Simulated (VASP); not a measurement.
# GaN (P6_3mc) in VASP: further runs, part 2 of 2

VASP 6.6.1. Earlier steps stand in the parts before.

## Step 4: Single point, PBE

This run uses another cell than the first one, of 11.08 Å³/atom, 1.043 times its volume.

INCAR reads:

```
ALGO = Normal
EDIFF = 1E-7
ENCUT = 520
GGA = PE
ISIF = 2
ISMEAR = 0
LASPH = T
LCHARG = T
LELF = T
LREAL = F
LVHAR = T
LWAVE = F
NBANDS = 26
NELM = 100
PREC = Accurate
SIGMA = 0.01
```

KPOINTS reads:

```
k-points
0
Gamma
  12 12 4
```

POSCAR reads:

```
GaN
1.0
    3.1586570750      0.0000000000      0.0000000000
   -1.5793285375      2.7354772648      0.0000000000
    0.0000000000      0.0000000000      5.1313278144
Ga N
2 2
Direct
    0.3333333333      0.6666666667      0.0000000000
    0.6666666667      0.3333333333      0.5000000000
    0.3333333333      0.6666666667      0.3750000000
    0.6666666667      0.3333333333      0.8750000000
```

Potentials or basis: VASP PAW PBE potentials, release 64 (Ga_d, N).

Started as:

```sh
> cat potpaw_PBE.64/Ga_d/POTCAR potpaw_PBE.64/N/POTCAR > POTCAR
> mpirun -np 1 vasp_std > vasp.out
```

OUTCAR:

```text
EDIFF = 1E-7
   ENCUT = 520
   GGA = PE
   ISIF = 2
   ISMEAR = 0
   LASPH = T
   LREAL = F
   NELM = 100
   PREC = Accurate

 ion  position               nearest neighbor table
   1  0.333  0.667  0.000-   3 1.92   4 1.93   4 1.93   4 1.93
   2  0.667  0.333  0.500-   4 1.92   3 1.93   3 1.93   3 1.93
   3  0.333  0.667  0.375-   1 1.92   2 1.93   2 1.93   2 1.93
   4  0.667  0.333  0.875-   2 1.92   1 1.93   1 1.93   1 1.93

  LATTYP: Found a hexagonal cell.
 ALAT       =     3.1586570750
 C/A-ratio  =     1.6245283019

  Lattice vectors:

 A1 = (   3.1586570750,   0.0000000000,   0.0000000000)
 A2 = (  -1.5793285375,   2.7354772648,   0.0000000000)
 A3 = (   0.0000000000,   0.0000000000,   5.1313278144)

Analysis of symmetry for initial positions (statically):
=====================================================================
 Subroutine PRICEL returns:
 Original cell was already a primitive cell.

 Routine SETGRP: Setting up the symmetry group for a
 hexagonal supercell.

[... 169 lines left out ...]
  free energy    TOTEN  =       -24.23128764 eV

  energy without entropy =      -24.23128764  energy(sigma->0) =      -24.23128764

 E-fermi :   5.7412     XC(G=0): -11.8313

 val. band max:        5.6563735126   @ k =   0.0000   0.0000   0.0000
 cond. band min:       7.7656570946   @ k =   0.0000   0.0000   0.0000
 fundamental gap:      2.1092835820
 Fermi energy:         5.7411536638

 k-point     1 :       0.0000    0.0000    0.0000
  band No.  band energies     occupation
      1     -10.5909      2.00000
      2      -9.5637      2.00000
      3      -7.8180      2.00000
      4      -7.7955      2.00000
      5      -7.7955      2.00000
      6      -7.7267      2.00000
[... 685 lines left out ...]
     25      16.8394      0.00000
     26      18.8204      0.00000

 [... further k-points ...]

------------------------ aborting loop because EDIFF is reached ----------------------------------------

  FORCE on cell =-STRESS in cart. coord.  units (eV):
  Direction    XX          YY          ZZ          XY          YZ          ZX
  --------------------------------------------------------------------------------------
  -------------------------------------------------------------------------------------
  Total        2.9808765      2.9808765      3.6314980      0.0000000     -0.0000000     -0.0000000
  in kB      107.7182332    107.7182328    131.2293702      0.0000000     -0.0000000     -0.0000000
  external PRESSURE =     115.5552787 kB  Pullay stress =       0.0000000 kB

 VOLUME and BASIS-vectors are now :
 -----------------------------------------------------------------------------
  energy-cutoff  :      520.00
  volume of cell :       44.34
      direct lattice vectors                 reciprocal lattice vectors
     3.158657075  0.000000000  0.000000000     0.316590240  0.182783460  0.000000000
    -1.579328537  2.735477265  0.000000000     0.000000000  0.365566921  0.000000000
     0.000000000  0.000000000  5.131327814     0.000000000  0.000000000  0.194881332

 POSITION                                       TOTAL-FORCE (eV/Angst)
 -----------------------------------------------------------------------------------
     -0.00000      1.82365      0.00000         0.000000     -0.000000     -0.139832
      1.57933      0.91183      2.56566        -0.000000     -0.000000     -0.139832
     -0.00000      1.82365      1.92425        -0.000000     -0.000000      0.139832
      1.57933      0.91183      4.48991         0.000000      0.000000      0.139832
 -----------------------------------------------------------------------------------
    total drift:                               -0.000001     -0.000001     -0.000143

  FREE ENERGIE OF THE ION-ELECTRON SYSTEM (eV)
  ---------------------------------------------------
  free  energy   TOTEN  =       -24.2312876420 eV

  energy  without entropy=      -24.2312876420  energy(sigma->0) =      -24.23128764
```

OSZICAR:

```text
N       E                     dE             d eps       ncg     rms          rms(c)
DAV:   1     0.279143647945E+03    0.27914E+03   -0.17536E+04  3220   0.259E+03
DAV:   2     0.811266209403E+01   -0.27103E+03   -0.25554E+03  3196   0.486E+02
DAV:   3    -0.271637240922E+02   -0.35276E+02   -0.34785E+02  3486   0.144E+02
DAV:   4    -0.283248361214E+02   -0.11611E+01   -0.11566E+01  3476   0.279E+01
DAV:   5    -0.283499499327E+02   -0.25114E-01   -0.25082E-01  3642   0.399E+00    0.111E+01
DAV:   6    -0.241455443066E+02    0.42044E+01   -0.99659E+00  4902   0.503E+01    0.306E+00
DAV:   7    -0.242493718971E+02   -0.10383E+00   -0.15026E+00  3166   0.909E+00    0.274E+00
DAV:   8    -0.242449061658E+02    0.44657E-02   -0.13852E-01  4776   0.534E+00    0.755E-01
DAV:   9    -0.242307214463E+02    0.14185E-01   -0.50015E-02  4900   0.388E+00    0.316E-01
DAV:  10    -0.242313790838E+02   -0.65764E-03   -0.35466E-03  3152   0.454E-01    0.644E-02
DAV:  11    -0.242312831328E+02    0.95951E-04   -0.66967E-04  4406   0.477E-01    0.307E-02
DAV:  12    -0.242312847302E+02   -0.15974E-05   -0.72989E-05  3606   0.878E-02    0.698E-03
DAV:  13    -0.242312877286E+02   -0.29984E-05   -0.15142E-05  4226   0.338E-02    0.940E-03
DAV:  14    -0.242312875810E+02    0.14753E-06   -0.19914E-06  3206   0.129E-02    0.413E-03
DAV:  15    -0.242312876420E+02   -0.60964E-07   -0.18332E-07  2638   0.465E-03
   1 F= -.24231288E+02 E0= -.24231288E+02  d E =-.119186E-35
```

Run time: 42 s. Hardware: 1 thread of AMD EPYC 9R45 (Zen 5), shared host; peak memory 0.16 GiB.

Results:

| Property | Result |
| --- | --- |
| Free energy | -24.2313 eV |
| Pressure | 11.6 GPa |
| Largest force | 0.140 eV/Å |
| Band gap on the k mesh | 2.11 eV, direct |

Forces on the atoms (eV/Å):
```
Ga   0.000  0.000 -0.140
Ga   0.000  0.000 -0.140
N    0.000  0.000  0.140
N    0.000  0.000  0.140
```

As with any semilocal functional, this PBE gap is likely too small.

## Step 5: Single point, PBE

This run uses another cell than the first one, of 11.31 Å³/atom, 1.064 times its volume.

INCAR reads:

```
PREC     = Accurate       # precision mode
ENCUT    = 520            # plane-wave cutoff, eV
EDIFF    = 1E-6           # SCF threshold, eV
ISMEAR   = 0              # smearing method
SIGMA    = 0.01           # smearing width, eV
LREAL    = False          # projectors in reciprocal space
LASPH    = True           # aspherical terms in the spheres
NELM     = 100            # most SCF steps
ALGO     = Normal         # electronic algorithm
ISIF     = 2              # what is computed and relaxed
LWAVE    = False          # write WAVECAR
LCHARG   = False          # write CHGCAR
GGA      = PE             # functional
NBANDS   = 26             # bands
```

KPOINTS reads:

```
Automatic mesh
0
Gamma
  12 12 4
```

POSCAR reads:

```
GaN
1.0
    3.1800000000      0.0000000000      0.0000000000
   -1.5900000000      2.7539607800      0.0000000000
    0.0000000000      0.0000000000      5.1660000000
Ga N
2 2
Direct
    0.3333333333      0.6666666667      0.0000000000
    0.6666666667      0.3333333333      0.5000000000
    0.3333333333      0.6666666667      0.3750000000
    0.6666666667      0.3333333333      0.8750000000
```

Started as:

```sh
> cat potpaw_PBE.64/Ga_d/POTCAR potpaw_PBE.64/N/POTCAR > POTCAR
> mpirun -np 1 vasp_std > vasp.out
```

Run time: 35 s. Hardware: 1 thread of AMD EPYC 9R45 (Zen 5), shared host; peak memory 0.16 GiB.

The run converged. Its results:

* Free energy: -24.2850 eV
* Pressure: 7.3 GPa
* Largest force: 0.134 eV/Å
* Band gap on the k mesh: 1.97 eV, direct

Forces in eV/Å, atoms in the order of the input:
```
Ga   0.000  0.000 -0.134
Ga   0.000  0.000 -0.134
N    0.000  0.000  0.134
N    0.000  0.000  0.134
```

Stress tensor (GPa, compression positive):
```
6.63 0.00 0.00
0.00 6.63 0.00
0.00 0.00 8.79
```

Levels at points of the mesh, in eV from the valence-band top:
```csv
k point,band 14,band 15,band 16,band 17,band 18,band 19,band 20,band 21,band 22,band 23
"(0.00, 0.00, 0.00)",-1.06,-1.06,-0.06,0.00,0.00,1.97,4.30,9.26,9.92,9.92
"(0.50, 0.00, 0.00)",-5.29,-4.27,-2.78,-2.26,-0.99,5.08,5.61,6.08,8.67,10.39
"(0.00, 0.00, 0.50)",-3.87,-0.54,-0.54,-0.54,-0.54,4.29,4.29,8.54,8.54,10.44
"(0.50, 0.00, 0.50)",-6.64,-1.96,-1.96,-1.93,-1.93,4.43,4.43,7.84,7.84,10.03
```

Expect the measured gap to be larger: semilocal functionals such as PBE lack the derivative discontinuity.

## Step 6: Single point, PBE

This run uses another cell than the first one, of 11.54 Å³/atom, 1.085 times its volume.

INCAR reads:

```
PREC     = Accurate       # precision mode
ENCUT    = 520            # plane-wave cutoff, eV
EDIFF    = 1E-7           # SCF threshold, eV
ISMEAR   = 0              # smearing method
SIGMA    = 0.01           # smearing width, eV
LREAL    = F              # projectors in reciprocal space
LASPH    = T              # aspherical terms in the spheres
NELM     = 60             # most SCF steps
ALGO     = Normal         # electronic algorithm
ISIF     = 2              # what is computed and relaxed
LWAVE    = F              # write WAVECAR
LCHARG   = F              # write CHGCAR
GGA      = PE             # functional
NBANDS   = 26             # bands
```

KPOINTS reads:

```
regular mesh
0
Gamma
  12 12 4
```

POSCAR reads:

```
GaN
1.0
    3.2010602164      0.0000000000      0.0000000000
   -1.6005301082      2.7721994624      0.0000000000
    0.0000000000      0.0000000000      5.2002129176
Ga N
2 2
Direct
    0.3333333333      0.6666666667      0.0000000000
    0.6666666667      0.3333333333      0.5000000000
    0.3333333333      0.6666666667      0.3750000000
    0.6666666667      0.3333333333      0.8750000000
```

Potentials or basis: VASP PAW PBE potentials, release 64 (Ga_d, N).

Started as:

```sh
> cat potpaw_PBE.64/Ga_d/POTCAR potpaw_PBE.64/N/POTCAR > POTCAR
> mpirun -np 1 vasp_std > vasp.out
```

It took 38 s on 1 thread of AMD EPYC 9R45 (Zen 5), shared host; peak memory 0.16 GiB.

Results (log left out):

```yaml
Free_energy: -24.3158 eV
Pressure: 3.5 GPa
Largest_force: 0.129 eV/Å
Band_gap_on_the_k_mesh: 1.84 eV, direct
```

Forces on the atoms (eV/Å):
```
Ga   0.000  0.000 -0.129
Ga   0.000  0.000 -0.129
N    0.000  0.000  0.129
N    0.000  0.000  0.129
```

Stress tensor (GPa, compression positive):
```
2.82 0.00 0.00
0.00 2.82 0.00
0.00 0.00 4.81
```

Levels at points of the mesh, in eV from the valence-band top:
```csv
k point,band 15,band 16,band 17,band 18,band 19,band 20,band 21,band 22
"(0.00, 0.00, 0.00)",-1.04,-0.06,0.00,0.00,1.84,4.17,9.14,9.81
"(0.50, 0.00, 0.00)",-4.19,-2.71,-2.21,-0.96,5.02,5.49,6.02,8.50
"(0.00, 0.00, 0.50)",-0.53,-0.53,-0.53,-0.53,4.17,4.17,8.44,8.44
"(0.50, 0.00, 0.50)",-1.91,-1.91,-1.89,-1.89,4.36,4.36,7.72,7.72
```

A hybrid or GW would open this gap; PBE tends to underestimate it.

## Step 7: Summary

| cell | gap on the mesh (eV) | pressure (GPa) | largest force (eV/Å) |
| --- | --- | --- | --- |
| a = 3.115, b = 3.115, c = 5.061 Å, angles 90.0, 90.0, 120.0°, 4 atoms | 2.39 | 21.6 | 0.15 |
| a = 3.137, b = 3.137, c = 5.096 Å, angles 90.0, 90.0, 120.0°, 4 atoms | 2.25 | 16.4 | 0.15 |
| a = 3.159, b = 3.159, c = 5.131 Å, angles 90.0, 90.0, 120.0°, 4 atoms | 2.11 | 11.6 | 0.14 |
| a = 3.180, b = 3.180, c = 5.166 Å, angles 90.0, 90.0, 120.0°, 4 atoms | 1.97 | 7.3 | 0.13 |
| a = 3.201, b = 3.201, c = 5.200 Å, angles 90.0, 90.0, 120.0°, 4 atoms | 1.84 | 3.5 | 0.13 |

Alike in all rows: task single point; level PBE; potentials or basis VASP PAW PBE potentials, release 64 (Ga_d, N); no spin polarisation; k mesh 12 × 12 × 4; cutoff (eV) 520; smearing gaussian 0.01 eV.

Absolute energies hang on the potentials; compare differences alone.
